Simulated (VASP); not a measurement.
# TiFe (Pm-3m) in VASP: further runs, part 2 of 2

VASP 6.6.1. Earlier steps stand in the parts before.

**5. Single point, LDA, collinear spin, ferromagnetic start**

The input, INCAR:

```
PREC = Accurate
ENCUT = 600
EDIFF = 1E-6
ISMEAR = -1
SIGMA = 0.1
LREAL = F
LASPH = T
NELM = 200
ALGO = Normal
ISIF = 2
LWAVE = F
LCHARG = F
ISPIN = 2
MAGMOM = 0 3.5
LORBIT = 11
LMAXMIX = 4
GGA = CA
NBANDS = 21
GGA_COMPAT = F
```

The input, KPOINTS:

```
regular mesh
0
Gamma
  5 5 5
```

The input, POSCAR:

```
TiFe
1.0
    2.9760000000      0.0000000000      0.0000000000
    0.0000000000      2.9760000000      0.0000000000
    0.0000000000      0.0000000000      2.9760000000
Ti Fe
1 1
Direct
    0.5000000000      0.5000000000      0.5000000000
    0.0000000000      0.0000000000      0.0000000000
```

Potentials or basis: VASP PAW LDA potentials, release 64 (Ti_sv, Fe).

Command:

```sh
$ cat potpaw_LDA.64/Ti_sv/POTCAR potpaw_LDA.64/Fe/POTCAR > POTCAR
$ mpirun -np 1 vasp_std > vasp.out
```

OUTCAR:

```text
PREC = Accurate
   ENCUT = 600
   EDIFF = 1E-6
   ISMEAR = -1
   LREAL = F
   LASPH = T
   NELM = 200
   ISIF = 2
   ISPIN = 2
   LORBIT = 11
   GGA = CA

 ion  position               nearest neighbor table
   1  0.500  0.500  0.500-   2 2.58   2 2.58   2 2.58   2 2.58   2 2.58   2 2.58   2 2.58   2 2.58

   2  0.000  0.000  0.000-   1 2.58   1 2.58   1 2.58   1 2.58   1 2.58   1 2.58   1 2.58   1 2.58

  LATTYP: Found a simple cubic cell.
 ALAT       =     2.9760000000

  Lattice vectors:

 A1 = (   2.9760000000,   0.0000000000,   0.0000000000)
 A2 = (   0.0000000000,   2.9760000000,   0.0000000000)
 A3 = (   0.0000000000,   0.0000000000,   2.9760000000)

Analysis of symmetry for initial positions (statically):
=====================================================================
 Subroutine PRICEL returns:
 Original cell was already a primitive cell.

 Routine SETGRP: Setting up the symmetry group for a
 simple cubic supercell.
[... 423 lines left out ...]
      2     -24.7280      1.00000
      3     -24.7280      1.00000
      4     -24.7280      1.00000
      5       0.6967      1.00000
      6       4.3730      1.00000
[... 229 lines left out ...]
     20      19.7403      0.00000
     21      20.4893      0.00000

------------------------ aborting loop because EDIFF is reached ----------------------------------------

  FORCE on cell =-STRESS in cart. coord.  units (eV):
  Direction    XX          YY          ZZ          XY          YZ          ZX
  --------------------------------------------------------------------------------------
  -------------------------------------------------------------------------------------
  Total       -2.8884977     -2.8884977     -2.8884977      0.0000000     -0.0000000      0.0000000
  in kB     -175.5835529   -175.5835529   -175.5835529      0.0000000     -0.0000000      0.0000000
  external PRESSURE =    -175.5835529 kB  Pullay stress =       0.0000000 kB

 VOLUME and BASIS-vectors are now :
 -----------------------------------------------------------------------------
  energy-cutoff  :      600.00
  volume of cell :       26.36
      direct lattice vectors                 reciprocal lattice vectors
     2.976000000  0.000000000  0.000000000     0.336021505  0.000000000  0.000000000
     0.000000000  2.976000000  0.000000000     0.000000000  0.336021505  0.000000000
     0.000000000  0.000000000  2.976000000     0.000000000  0.000000000  0.336021505

 POSITION                                       TOTAL-FORCE (eV/Angst)
 -----------------------------------------------------------------------------------
      1.48800      1.48800      1.48800         0.000000      0.000000      0.000000
      0.00000      0.00000      0.00000         0.000000      0.000000      0.000000
 -----------------------------------------------------------------------------------
    total drift:                                0.000000      0.000000     -0.000000

  FREE ENERGIE OF THE ION-ELECTRON SYSTEM (eV)
  ---------------------------------------------------
  free  energy   TOTEN  =       -18.8241896692 eV

  energy  without entropy=      -18.7991518224  energy(sigma->0) =      -18.81167075

 total charge

# of ion       s       p       d       tot
------------------------------------------
    1        2.259   6.190   1.899  10.348
    2        0.509   0.457   6.387   7.353
--------------------------------------------------
tot          2.767   6.648   8.286  17.701

 magnetization (x)

# of ion       s       p       d       tot
------------------------------------------
    1        0.000   0.000   0.000   0.000
    2       -0.000   0.000  -0.000  -0.000
--------------------------------------------------
tot          0.000   0.000  -0.000  -0.000
```

stdout:

```text
POSCAR found type information on POSCAR TiFe
 POSCAR found :  2 types and       2 ions
 scaLAPACK will be used
 LDA part: xc-table for (Slater(with rela. corr.)+CA(PZ))
 , standard interpolation
 POSCAR, INCAR and KPOINTS ok, starting setup
 FFT: planning ... GRIDC
 FFT: planning ... GRID_SOFT
 FFT: planning ... GRID
 WAVECAR not read
 entering main loop
```

Wall time 23 s (1 thread of Intel Xeon 8259CL, shared host); peak memory 0.14 GiB.

What came out:

```
Free energy                                           : -18.8242 eV
Pressure                                              : -17.6 GPa
Band gap on the k mesh                                : zero (filled and empty bands overlap)
Net moment                                            : 0.00 μB per cell
Valence electrons inside the program's atomic spheres : Ti 10.35; Fe 7.35
```

Levels at points of the mesh, in eV from the Fermi level:
Spin up:
| k point | band 7 | band 8 | band 9 | band 10 | band 11 | band 12 | band 13 | band 14 |
| --- | --- | --- | --- | --- | --- | --- | --- | --- |
| (0.00, 0.00, 0.00) | -3.40 | -0.71 | -0.71 | -0.71 | 1.43 | 1.43 | 3.31 | 3.31 |
Spin down:
```tsv
k point	band 8	band 9	band 10	band 11	band 12	band 13
(0.00, 0.00, 0.00)	-0.71	-0.71	-0.71	1.43	1.43	3.31
```

Caveat: the k points lie up to 0.42 Å⁻¹ apart; the starting moments collapsed, and a magnetic state may lie lower.

**6. Single point, LDA, collinear spin, ferromagnetic start**

The input, INCAR:

```
PREC     = Accurate       # precision mode
ENCUT    = 600            # plane-wave cutoff, eV
EDIFF    = 1E-6           # SCF threshold, eV
ISMEAR   = -1             # smearing method
SIGMA    = 0.1            # smearing width, eV
LREAL    = False          # projectors in reciprocal space
LASPH    = True           # aspherical terms in the spheres
NELM     = 200            # most SCF steps
ALGO     = Normal         # electronic algorithm
ISIF     = 2              # what is computed and relaxed
LWAVE    = False          # write WAVECAR
LCHARG   = False          # write CHGCAR
ISPIN    = 2              # spin polarisation
MAGMOM   = 0 3.5          # initial moments
LORBIT   = 11             # projections on sites
LMAXMIX  = 4              # l up to which the mixer works
NBANDS   = 21             # bands
GGA_COMPAT= False
```

The input, KPOINTS:

```
Automatic mesh
0
Gamma
  7 7 7
```

POSCAR is that of step 5.

Potentials or basis: VASP PAW LDA potentials, release 64 (Ti_sv, Fe).

Command:

```sh
$ cat potpaw_LDA.64/Ti_sv/POTCAR potpaw_LDA.64/Fe/POTCAR > POTCAR
$ mpirun -np 1 vasp_std > vasp.out
```

OUTCAR:

```text
PREC = Accurate
   ENCUT = 600
   EDIFF = 1E-6
   ISMEAR = -1
   LREAL = False
   LASPH = True
   NELM = 200
   ISIF = 2
   ISPIN = 2
   LORBIT = 11

 ion  position               nearest neighbor table
   1  0.500  0.500  0.500-   2 2.58   2 2.58   2 2.58   2 2.58   2 2.58   2 2.58   2 2.58   2 2.58

   2  0.000  0.000  0.000-   1 2.58   1 2.58   1 2.58   1 2.58   1 2.58   1 2.58   1 2.58   1 2.58

  LATTYP: Found a simple cubic cell.
 ALAT       =     2.9760000000

  Lattice vectors:

 A1 = (   2.9760000000,   0.0000000000,   0.0000000000)
 A2 = (   0.0000000000,   2.9760000000,   0.0000000000)
 A3 = (   0.0000000000,   0.0000000000,   2.9760000000)

Analysis of symmetry for initial positions (statically):
=====================================================================
 Subroutine PRICEL returns:
 Original cell was already a primitive cell.

 Routine SETGRP: Setting up the symmetry group for a
 simple cubic supercell.

 Subroutine GETGRP returns: Found 48 space group operations
 (whereof 48 operations were pure point group operations)
 out of a pool of 48 trial point group operations.

The static configuration has the point symmetry O_h .

Analysis of symmetry for dynamics (positions and initial velocities):
=====================================================================
 Subroutine PRICEL returns:
 Original cell was already a primitive cell.

 Routine SETGRP: Setting up the symmetry group for a
 simple cubic supercell.

 Subroutine GETGRP returns: Found 48 space group operations
 (whereof 48 operations were pure point group operations)
 out of a pool of 48 trial point group operations.

The dynamic configuration has the point symmetry O_h .

Analysis of structural, dynamic, and magnetic symmetry:
=====================================================================
 Subroutine PRICEL returns:
 Original cell was already a primitive cell.

 Routine SETGRP: Setting up the symmetry group for a
 simple cubic supercell.

 Subroutine GETGRP returns: Found 48 space group operations
 (whereof 48 operations were pure point group operations)
 out of a pool of 48 trial point group operations.

The overall configuration has the point symmetry O_h .

 Subroutine INISYM returns: Found 48 space group operations
 (whereof 48 operations are pure point group operations),
 and found     1 'primitive' translations

----------------------------------------------------------------------------------------

                                     Primitive cell

  volume of cell :      26.3572

  direct lattice vectors                    reciprocal lattice vectors
     2.976000000  0.000000000  0.000000000     0.336021505  0.000000000  0.000000000
     0.000000000  2.976000000  0.000000000     0.000000000  0.336021505  0.000000000
     0.000000000  0.000000000  2.976000000     0.000000000  0.000000000  0.336021505

  length of vectors
     2.976000000  2.976000000  2.976000000     0.336021505  0.336021505  0.336021505

  position of ions in fractional coordinates (direct lattice)
     0.500000000  0.500000000  0.500000000
     0.000000000  0.000000000  0.000000000

  ion indices of the primitive-cell ions
   primitive index   ion index
[... 60 lines left out ...]
   PREC   = accura    normal or accurate (medium, high low for compatibility)
   ISTART =      0    job   : 0-new  1-cont  2-samecut
   ICHARG =      2    charge: 1-file 2-atom 10-const
   ISPIN  =      2    spin polarized calculation?
   LNONCOLLINEAR =      F non collinear calculations
   LSORBIT =      F    spin-orbit coupling
   LASPH  =      T    aspherical Exc in radial PAW
   ENCUT  =  600.0 eV  44.10 Ry    6.64 a.u.   5.94  5.94  5.94*2*pi/ulx,y,z
   NELM   =    200;   NELMIN=  2; NELMDL= -5     # of ELM steps
   EDIFF  = 0.1E-05   stopping-criterion for ELM
   LREAL  =      F    real-space projection
   EDIFFG = 0.1E-04   stopping-criterion for IOM
   NSW    =      0    number of steps for IOM
   IBRION =     -1    ionic relax: 0-MD 1-quasi-New 2-CG
   NFREE  =      0    steps in history (QN), initial steepest desc. (CG)
   ISIF   =      2    stress and relaxation
   ISYM   =      2    0-nonsym 1-usesym 2-fastsym
   POTIM  = 0.5000    time-step for ionic-motion
   TEBEG  =    0.0;   TEEND  =   0.0 temperature during run
   PSTRESS=    0.0 pullay stress
   NELECT =      20.0000    total number of electrons
   NUPDOWN=      -1.0000    fix difference up-down
   EMIN   =  10.00;   EMAX   =-10.00  energy-range for DOS
   EFERMI =   0.00;   METHOD = LEGACY
   ISMEAR =    -1;   SIGMA  =   0.10  broadening in eV -4-tet -1-fermi 0-gaus
   EFERMI_NEDOS =   21; number of points for ismear=-14 and -15
   IALGO  =     38    algorithm
   IMIX   =      4    mixing-type and parameters
     AMIX     =   0.40;   BMIX     =  1.00
     AMIX_MAG =   1.60;   BMIX_MAG =  1.00
  volume/ion in A,a.u.               =      13.18        88.93
  Fermi-wavevector in a.u.,A,eV,Ry     =   1.493202  2.821743 30.336261  2.229652
  Thomas-Fermi vector in A             =   2.605633
   LORBIT       =     11    0 simple, 1 ext, 2 COOP (PROOUT), +10 PAW based schemes
   GGA     = CA    functional components
   LHFCALC =     F    Hartree Fock is set to
   AEXX    =    0.0000 exact exchange contribution
   IVDW    =     0    specifies the selected vdW correction
   LEPSILON=     F    determine dielectric tensor
   LRPA    =     F    only Hartree local field effects (RPA)
 spin polarized calculation
  energy-cutoff  :      600.00
  volume of cell :       26.36
 maximum number of plane-waves:       896
 NGX is ok and might be reduce to    24
   NGX = 11   NGY = 11   NGZ = 11

 number of electron      19.9999999 magnetization       0.0010149

 number of electron      19.9999999 magnetization      -0.0010415

 Free energy of the ion-electron system (eV)
  ---------------------------------------------------
  ext. energy  EPLUGINS =         0.00000000
  ---------------------------------------------------
  free energy    TOTEN  =       -18.79883632 eV

  energy without entropy =      -18.77745365  energy(sigma->0) =      -18.78814498

 E-fermi :   7.9173     XC(G=0): -12.9299

 val. band max:        7.6274247744   @ k =   0.4286   0.4286   0.1429
 cond. band min:       8.0155505067   @ k =   0.4286   0.4286   0.0000
 fundamental gap:      0.3881257322
 Fermi energy:         7.9173256792

 spin component 1

 k-point     1 :       0.0000    0.0000    0.0000
  band No.  band energies     occupation
      1     -48.2585      1.00000
      2     -24.7295      1.00000
      3     -24.7295      1.00000
      4     -24.7295      1.00000
      5       0.6950      1.00000
      6       4.3667      1.00000
[... 469 lines left out ...]
     20      19.1487      0.00000
     21      19.8946      0.00000
 Fermi energy:         7.9173256792

 spin component 2

 k-point     1 :       0.0000    0.0000    0.0000
  band No.  band energies     occupation
      1     -48.2576      1.00000
      2     -24.7288      1.00000
      3     -24.7288      1.00000
      4     -24.7288      1.00000
      5       0.6956      1.00000
      6       4.3662      1.00000
[... 469 lines left out ...]
     20      19.1489      0.00000
     21      19.8950      0.00000

------------------------ aborting loop because EDIFF is reached ----------------------------------------

  FORCE on cell =-STRESS in cart. coord.  units (eV):
  Direction    XX          YY          ZZ          XY          YZ          ZX
  --------------------------------------------------------------------------------------
  -------------------------------------------------------------------------------------
  Total       -2.8664040     -2.8664040     -2.8664040     -0.0000000     -0.0000000      0.0000000
  in kB     -174.2405386   -174.2405386   -174.2405386     -0.0000000     -0.0000000      0.0000000
  external PRESSURE =    -174.2405386 kB  Pullay stress =       0.0000000 kB

 VOLUME and BASIS-vectors are now :
 -----------------------------------------------------------------------------
  energy-cutoff  :      600.00
  volume of cell :       26.36
      direct lattice vectors                 reciprocal lattice vectors
     2.976000000  0.000000000  0.000000000     0.336021505  0.000000000  0.000000000
     0.000000000  2.976000000  0.000000000     0.000000000  0.336021505  0.000000000
     0.000000000  0.000000000  2.976000000     0.000000000  0.000000000  0.336021505

 POSITION                                       TOTAL-FORCE (eV/Angst)
 -----------------------------------------------------------------------------------
      1.48800      1.48800      1.48800         0.000000      0.000000      0.000000
      0.00000      0.00000      0.00000         0.000000      0.000000      0.000000
 -----------------------------------------------------------------------------------
    total drift:                                0.000000      0.000000     -0.000000

  FREE ENERGIE OF THE ION-ELECTRON SYSTEM (eV)
  ---------------------------------------------------
  free  energy   TOTEN  =       -18.7988363229 eV

  energy  without entropy=      -18.7774536470  energy(sigma->0) =      -18.78814498

 total charge

# of ion       s       p       d       tot
------------------------------------------
    1        2.260   6.191   1.897  10.349
    2        0.505   0.463   6.383   7.351
--------------------------------------------------
tot          2.765   6.654   8.280  17.700

 magnetization (x)

# of ion       s       p       d       tot
------------------------------------------
    1        0.000   0.000   0.001   0.001
    2       -0.000   0.000  -0.001  -0.001
--------------------------------------------------
tot          0.000   0.000  -0.001  -0.000
```

Wall time 34 s (1 thread of Intel Xeon 8259CL, shared host); peak memory 0.14 GiB.

What came out:

```yaml
Free_energy: -18.7988 eV
Pressure: -17.4 GPa
Band_gap_on_the_k_mesh: zero (filled and empty bands overlap)
Net_moment: 0.00 μB per cell
Valence_electrons_inside_the_program's_atomic_spheres: Ti 10.35; Fe 7.35
```

Levels at points of the mesh, in eV from the Fermi level:
Spin up:
| k point | band 7 | band 8 | band 9 | band 10 | band 11 | band 12 | band 13 | band 14 |
| --- | --- | --- | --- | --- | --- | --- | --- | --- |
| (0.00, 0.00, 0.00) | -3.55 | -0.86 | -0.86 | -0.86 | 1.28 | 1.28 | 3.16 | 3.16 |
Spin down:
```tsv
k point	band 6	band 7	band 8	band 9	band 10	band 11	band 12	band 13	band 14	band 15
(0.00, 0.00, 0.00)	-3.55	-3.55	-0.86	-0.86	-0.86	1.28	1.28	3.16	3.16	3.16
```

Caveat: the starting moments collapsed, and a magnetic state may lie lower.
